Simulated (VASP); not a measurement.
The system is BP.

```
CELL_PARAMETERS angstrom
0.00000 2.26832 2.26832
2.26832 0.00000 2.26832
2.26832 2.26832 0.00000
ATOMIC_POSITIONS crystal
B 0.00000 0.00000 0.00000
P 0.25000 0.25000 0.25000
```

Base run:

```yaml
Program: VASP 6.6.1
Functional: PBE
Potentials_or_basis: VASP PAW PBE potentials, release 64 (B, P)
Cutoff: 520 eV
k_mesh: 6 × 6 × 6
Occupations: gaussian, width 0.01 eV
Spin: no spin polarisation
```

Its results: band gap on the k mesh 1.33 eV, indirect (least direct gap 3.40 eV); pressure 1.2 GPa.

Q: After a change of settings the same cell gave: band gap on the k mesh 2.06 eV, indirect (least direct gap 4.34 eV); pressure -1.9 GPa. Which change was it?
A. further incar settings from ALGO = Normal; EDIFF = 1e-06; NBANDS = 11 to ALGO = Normal; EDIFF = 1e-07; NBANDS = 11
B. functional from PBE to PBE0
C. k mesh from 6 × 6 × 6 to 10 × 10 × 10; further incar settings from ALGO = Normal; EDIFF = 1e-06; NBANDS = 11 to ALGO = Normal; EDIFF = 1e-07; NBANDS = 11
D. functional from PBE to HSE06

A: D.

HSE06 gives the wider gap, since exact exchange removes part of the self-interaction.

Caveats: the PAW data sets were made with another functional, which shifts forces and pressure a little (some runs).
